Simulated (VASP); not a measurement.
# ZnS (F-43m) in VASP: notebook

The runs below take ZnS through single point, with PBEsol.

Everything below comes from runs of VASP 6.6.1. Logs are shortened: lines on timing, memory, paths and dates and some standing lists are left out, and cuts for length are marked.

## 1. The cell of the first run

Symmetry: F-43m, No. 216, cubic system. The conventional cell has a = 5.356 Å, b = 5.356 Å, c = 5.356 Å, α = 90.00°, β = 90.00°, γ = 90.00°. Zn (site symmetry -43m) has 4 S at 2.32 Å within 3.1 Å. Within 3.1 Å of S (site symmetry -43m) lie 4 Zn at 2.32 Å.

## 2. Single point, PBEsol

Contents of INCAR:

```
SYSTEM = ZnS
PREC = Accurate ; ENCUT = 520
EDIFF = 1E-6 ; ISMEAR = 0
SIGMA = 0.02 ; LREAL = .False.
LASPH = .True. ; NELM = 60
ALGO = Normal ; ISIF = 2
LWAVE = .False. ; LCHARG = .True.
GGA = PS ; LELF = .True.
LVHAR = .True. ; NBANDS = 16
```

Contents of KPOINTS:

```
regular mesh
0
Gamma
  8 8 8
  0 0 0
```

Contents of POSCAR:

```
ZnS
1.0
    0.0000000000      2.6780746436      2.6780746436
    2.6780746436      0.0000000000      2.6780746436
    2.6780746436      2.6780746436      0.0000000000
Zn S
1 1
Direct
    0.0000000000      0.0000000000      0.0000000000
    0.2500000000      0.2500000000      0.2500000000
```

Potentials or basis: VASP PAW PBE potentials, release 64 (Zn, S).

Started as:

```bash
$ cat potpaw_PBE.64/Zn/POTCAR potpaw_PBE.64/S/POTCAR > POTCAR
$ mpirun -np 1 vasp_std > vasp.out
```

OUTCAR:

```text
SYSTEM = ZnS
   PREC = Accurate
   ENCUT = 520
   EDIFF = 1E-6
   ISMEAR = 0
   LREAL = .False.
   LASPH = .True.
   NELM = 60
   ISIF = 2
   GGA = PS

 ion  position               nearest neighbor table
   1  0.000  0.000  0.000-   2 2.32   2 2.32   2 2.32   2 2.32
   2  0.250  0.250  0.250-   1 2.32   1 2.32   1 2.32   1 2.32

  LATTYP: Found a face centered cubic cell.
 ALAT       =     5.3561492872

  Lattice vectors:

 A1 = (   0.0000000000,   2.6780746436,   2.6780746436)
 A2 = (   2.6780746436,   0.0000000000,   2.6780746436)
 A3 = (   2.6780746436,   2.6780746436,   0.0000000000)

Analysis of symmetry for initial positions (statically):
=====================================================================
 Subroutine PRICEL returns:
 Original cell was already a primitive cell.

 Routine SETGRP: Setting up the symmetry group for a
 face centered cubic supercell.

 Subroutine GETGRP returns: Found 24 space group operations
 (whereof 24 operations were pure point group operations)
 out of a pool of 48 trial point group operations.

The static configuration has the point symmetry T_d .

Analysis of symmetry for dynamics (positions and initial velocities):
=====================================================================
 Subroutine PRICEL returns:
 Original cell was already a primitive cell.

 Routine SETGRP: Setting up the symmetry group for a
 face centered cubic supercell.

 Subroutine GETGRP returns: Found 24 space group operations
 (whereof 24 operations were pure point group operations)
 out of a pool of 48 trial point group operations.

The dynamic configuration has the point symmetry T_d .

 Subroutine INISYM returns: Found 24 space group operations
 (whereof 24 operations are pure point group operations),
 and found     1 'primitive' translations

----------------------------------------------------------------------------------------

                                     Primitive cell

  volume of cell :      38.4148

  direct lattice vectors                    reciprocal lattice vectors
     0.000000000  2.678074644  2.678074644    -0.186701293  0.186701293  0.186701293
     2.678074644  0.000000000  2.678074644     0.186701293 -0.186701293  0.186701293
     2.678074644  2.678074644  0.000000000     0.186701293  0.186701293 -0.186701293

  length of vectors
     3.787369482  3.787369482  3.787369482     0.323376126  0.323376126  0.323376126

  position of ions in fractional coordinates (direct lattice)
     0.000000000  0.000000000  0.000000000
     0.250000000  0.250000000  0.250000000

  ion indices of the primitive-cell ions
   primitive index   ion index
                 1           1
                 2           2

----------------------------------------------------------------------------------------

 KPOINTS: regular mesh

Automatic generation of k-mesh.
 Grid dimensions read from file:
 generate k-points for:    8    8    8

 Generating k-lattice:

  Cartesian coordinates                     Fractional coordinates (reciprocal lattice)
    -0.023337662  0.023337662  0.023337662     0.125000000  0.000000000  0.000000000
     0.023337662 -0.023337662  0.023337662     0.000000000  0.125000000  0.000000000
     0.023337662  0.023337662 -0.023337662     0.000000000  0.000000000  0.125000000

  Length of vectors
     0.040422016  0.040422016  0.040422016

  Shift w.r.t. Gamma in fractional coordinates (k-lattice)
     0.000000000  0.000000000  0.000000000

 Subroutine IBZKPT returns following result:
 ===========================================

 Found     29 irreducible k-points:

 Following reciprocal coordinates:
            Coordinates               Weight
  0.000000  0.000000  0.000000      1.000000
  0.125000  0.000000  0.000000      8.000000
  0.250000  0.000000  0.000000      8.000000
  0.375000  0.000000  0.000000      8.000000
  0.500000  0.000000  0.000000      4.000000
  0.125000  0.125000  0.000000      6.000000
[... 16 lines left out ...]
  0.500000  0.250000  0.125000     48.000000
 -0.375000  0.250000  0.125000     24.000000
 [... further k-points ...]
   k-points           NKPTS =     29   k-points in BZ     NKDIM =     29   number of bands    NBANDS=     16
   number of dos      NEDOS =    301   number of ions     NIONS =      2
   total plane-waves  NPLWV =  21952
   dimension x,y,z NGX =    28 NGY =   28 NGZ =   28
   dimension x,y,z NGXF=    56 NGYF=   56 NGZF=   56
   ions per type =               1   1
   NGX,Y,Z   is equivalent  to a cutoff of  12.29, 12.29, 12.29 a.u.
   NGXF,Y,Z  is equivalent  to a cutoff of  24.58, 24.58, 24.58 a.u.
 SYSTEM =  ZnS
   PREC   = accura    normal or accurate (medium, high low for compatibility)
   ISTART =      0    job   : 0-new  1-cont  2-samecut
   ICHARG =      2    charge: 1-file 2-atom 10-const
   ISPIN  =      1    spin polarized calculation?
   LNONCOLLINEAR =      F non collinear calculations
   LSORBIT =      F    spin-orbit coupling
   LASPH  =      T    aspherical Exc in radial PAW
   ENCUT  =  520.0 eV  38.22 Ry    6.18 a.u.   7.04  7.04  7.04*2*pi/ulx,y,z
   NELM   =     60;   NELMIN=  2; NELMDL= -5     # of ELM steps
   EDIFF  = 0.1E-05   stopping-criterion for ELM
   LREAL  =      F    real-space projection
   EDIFFG = 0.1E-04   stopping-criterion for IOM
   NSW    =      0    number of steps for IOM
   IBRION =     -1    ionic relax: 0-MD 1-quasi-New 2-CG
   NFREE  =      0    steps in history (QN), initial steepest desc. (CG)
   ISIF   =      2    stress and relaxation
   ISYM   =      2    0-nonsym 1-usesym 2-fastsym
   POTIM  = 0.5000    time-step for ionic-motion
   TEBEG  =    0.0;   TEEND  =   0.0 temperature during run
   PSTRESS=    0.0 pullay stress
   NELECT =      18.0000    total number of electrons
   NUPDOWN=      -1.0000    fix difference up-down
   EMIN   =  10.00;   EMAX   =-10.00  energy-range for DOS
   EFERMI =   0.00;   METHOD = LEGACY
   ISMEAR =     0;   SIGMA  =   0.02  broadening in eV -4-tet -1-fermi 0-gaus
   EFERMI_NEDOS =   21; number of points for ismear=-14 and -15
   IALGO  =     38    algorithm
   IMIX   =      4    mixing-type and parameters
     AMIX     =   0.40;   BMIX     =  1.00
     AMIX_MAG =   1.60;   BMIX_MAG =  1.00
  volume/ion in A,a.u.               =      19.21       129.62
  Fermi-wavevector in a.u.,A,eV,Ry     =   1.271549  2.402879 21.998390  1.616836
  Thomas-Fermi vector in A             =   2.404476
   LORBIT       =      0    0 simple, 1 ext, 2 COOP (PROOUT), +10 PAW based schemes
   GGA     = PS    functional components
   LHFCALC =     F    Hartree Fock is set to
   AEXX    =    0.0000 exact exchange contribution
   IVDW    =     0    specifies the selected vdW correction
   LEPSILON=     F    determine dielectric tensor
   LRPA    =     F    only Hartree local field effects (RPA)
 non-spin polarized calculation
 Gauss-broadening in eV      SIGMA  =   0.02
  energy-cutoff  :      520.00
  volume of cell :       38.41
 maximum number of plane-waves:      1056
   NGX = 15   NGY = 15   NGZ = 15

 number of electron      18.0000016 magnetization

 Free energy of the ion-electron system (eV)
  ---------------------------------------------------
  ext. energy  EPLUGINS =         0.00000000
  ---------------------------------------------------
  free energy    TOTEN  =        -7.58860452 eV

  energy without entropy =       -7.58860452  energy(sigma->0) =       -7.58860452

 E-fermi :   2.4140     XC(G=0):  -9.9756

 val. band max:        2.2663754367   @ k =   0.0000   0.0000   0.0000
 cond. band min:       4.3598553690   @ k =   0.0000   0.0000   0.0000
 fundamental gap:      2.0934799323
 Fermi energy:         2.4140450826

 k-point     1 :       0.0000    0.0000    0.0000
  band No.  band energies     occupation
      1     -11.0797      2.00000
      2      -4.2173      2.00000
      3      -4.2173      2.00000
      4      -4.2173      2.00000
      5      -3.6860      2.00000
      6      -3.6860      2.00000
[... 8 lines left out ...]
     15      14.0335      0.00000
     16      14.0550      0.00000

 k-point     2 :       0.1250    0.0000    0.0000
  band No.  band energies     occupation
      1     -10.9555      2.00000
      2      -4.2202      2.00000
      3      -4.1950      2.00000
      4      -4.1950      2.00000
      5      -3.6880      2.00000
      6      -3.6880      2.00000
[... 8 lines left out ...]
     15      13.3938      0.00000
     16      14.8441      0.00000

 k-point     3 :       0.2500    0.0000    0.0000
  band No.  band energies     occupation
      1     -10.6296      2.00000
      2      -4.1830      2.00000
      3      -4.1462      2.00000
      4      -4.1462      2.00000
      5      -3.6847      2.00000
      6      -3.6847      2.00000
[... 8 lines left out ...]
     15      13.1834      0.00000
     16      14.3168      0.00000

 k-point     4 :       0.3750    0.0000    0.0000
  band No.  band energies     occupation
      1     -10.2564      2.00000
      2      -4.1080      2.00000
      3      -4.1080      2.00000
      4      -3.9726      2.00000
      5      -3.6665      2.00000
      6      -3.6665      2.00000
[... 8 lines left out ...]
     15      14.3370      0.00000
     16      14.3370      0.00000
[... 324 lines left out ...]
 k-point    22 :       0.3750    0.2500    0.1250
  band No.  band energies     occupation
      1     -10.3733      2.00000
      2      -4.2116      2.00000
      3      -4.0790      2.00000
      4      -4.0520      2.00000
      5      -3.7121      2.00000
      6      -3.6450      2.00000
[... 8 lines left out ...]
     15      15.0768      0.00000
     16      17.3668      0.00000

 k-point    23 :       0.5000    0.2500    0.1250
  band No.  band energies     occupation
      1     -10.0605      2.00000
      2      -4.1100      2.00000
      3      -4.0481      2.00000
      4      -3.9109      2.00000
      5      -3.6689      2.00000
      6      -3.6127      2.00000
[... 8 lines left out ...]
     15      16.0688      0.00000
     16      16.6441      0.00000

 k-point    24 :      -0.3750    0.2500    0.1250
  band No.  band energies     occupation
      1      -9.9196      2.00000
      2      -4.0887      2.00000
      3      -4.0238      2.00000
      4      -3.7532      2.00000
      5      -3.6738      2.00000
      6      -3.4015      2.00000
[... 8 lines left out ...]
     15      15.7184      0.00000
     16      16.6031      0.00000

 [... further k-points ...]
[... 5 lines left out ...]
  --------------------------------------------------------------------------------------
  -------------------------------------------------------------------------------------
  Total        0.0512905      0.0512905      0.0512905     -0.0000000      0.0000000      0.0000000
  in kB        2.1391899      2.1391899      2.1391899     -0.0000000      0.0000000      0.0000000
  external PRESSURE =       2.1391899 kB  Pullay stress =       0.0000000 kB

 VOLUME and BASIS-vectors are now :
 -----------------------------------------------------------------------------
  energy-cutoff  :      520.00
  volume of cell :       38.41
      direct lattice vectors                 reciprocal lattice vectors
     0.000000000  2.678074644  2.678074644    -0.186701293  0.186701293  0.186701293
     2.678074644  0.000000000  2.678074644     0.186701293 -0.186701293  0.186701293
     2.678074644  2.678074644  0.000000000     0.186701293  0.186701293 -0.186701293

 POSITION                                       TOTAL-FORCE (eV/Angst)
 -----------------------------------------------------------------------------------
      0.00000      0.00000      0.00000        -0.000000      0.000000      0.000000
      1.33904      1.33904      1.33904         0.000000     -0.000000     -0.000000
 -----------------------------------------------------------------------------------
    total drift:                                0.000002      0.000002      0.000002

  FREE ENERGIE OF THE ION-ELECTRON SYSTEM (eV)
  ---------------------------------------------------
  free  energy   TOTEN  =        -7.5886045246 eV

  energy  without entropy=       -7.5886045246  energy(sigma->0) =       -7.58860452
```

Wall time 23 s (1 thread of AMD EPYC 7R13, shared host); peak memory 0.13 GiB.

Results:

```
Free energy            : -7.5886 eV
Pressure               : 0.2 GPa
Band gap on the k mesh : 2.09 eV
```

Caveat: the PAW data sets were made with another functional, which shifts forces and pressure a little.

## 3. Single point, PBEsol

This run uses another cell than the first one: it holds 32 atoms, not 2.

Contents of INCAR:

```
PREC = Accurate
ENCUT = 520
EDIFF = 1E-6
ISMEAR = 0
SIGMA = 0.02
LREAL = Auto
LASPH = T
NELM = 60
ALGO = Normal
ISIF = 2
LWAVE = F
LCHARG = F
GGA = PS
NBANDS = 166
```

Contents of KPOINTS:

```
Automatic mesh
0
Gamma
  2 2 2
  0.5 0.5 0.5
```

Contents of POSCAR:

```
ZnS
1.0
   -5.3561492871     -5.3561492871      5.3561492871
    5.3561492871      5.3561492871      5.3561492871
   -5.3561492871      5.3561492871     -5.3561492871
Zn S
16 16
Direct
    1.0000000000      0.0000000000      0.0000000000
    0.2500000000      0.0000000000      0.7500000000
    0.0000000000      0.2500000000      0.7500000000
    0.5000000000      0.0000000000      0.5000000000
    0.2500000000      0.2500000000      0.5000000000
    0.0000000000      0.5000000000      0.5000000000
    0.7500000000      0.0000000000      0.2500000000
    0.5000000000      0.2500000000      0.2500000000
    0.2500000000      0.5000000000      0.2500000000
    0.0000000000      0.7500000000      0.2500000000
    0.7500000000      0.2500000000      0.0000000000
    0.5000000000      0.5000000000      0.0000000000
    0.2500000000      0.7500000000      0.0000000000
    0.7500000000      0.5000000000      0.7500000000
    0.5000000000      0.7500000000      0.7500000000
    0.7500000000      0.7500000000      0.5000000000
    0.0000000000      0.2500000000      0.0000000000
    0.2500000000      0.2500000000      0.7500000000
    0.0000000000      0.5000000000      0.7500000000
    0.5000000000      0.2500000000      0.5000000000
    0.2500000000      0.5000000000      0.5000000000
    0.0000000000      0.7500000000      0.5000000000
    0.7500000000      0.2500000000      0.2500000000
    0.5000000000      0.5000000000      0.2500000000
    0.2500000000      0.7500000000      0.2500000000
    0.0000000000      0.0000000000      0.2500000000
    0.7500000000      0.5000000000      0.0000000000
    0.5000000000      0.7500000000      0.0000000000
    0.2500000000      0.0000000000      0.0000000000
    0.7500000000      0.7500000000      0.7500000000
    0.5000000000      0.0000000000      0.7500000000
    0.7500000000      0.0000000000      0.5000000000
```

Potentials or basis: VASP PAW PBE potentials, release 64 (Zn, S).

Started as:

```bash
$ cat potpaw_PBE.64/Zn/POTCAR potpaw_PBE.64/S/POTCAR > POTCAR
$ mpirun -np 1 vasp_std > vasp.out
```

Wall time 13 min (1 thread of AMD EPYC 7R13, shared host); peak memory 0.71 GiB.

The run converged. Its results:

| Property | Result |
| --- | --- |
| Free energy | -121.4443 eV |
| Pressure | 0.2 GPa |
| Band gap on the k mesh | 3.75 eV |

Levels at points of the mesh, in eV from the valence-band top:
```csv
k point,band 140,band 141,band 142,band 143,band 144,band 145,band 146,band 147,band 148,band 149
"(0.25, 0.25, 0.25)",-0.06,-0.06,-0.06,-0.06,-0.06,3.88,3.88,3.88,3.88,4.64
```

Caveat: the PAW data sets were made with another functional, which shifts forces and pressure a little; a shifted mesh leaves out Γ, where band edges can lie. A k mesh can miss the band edges.
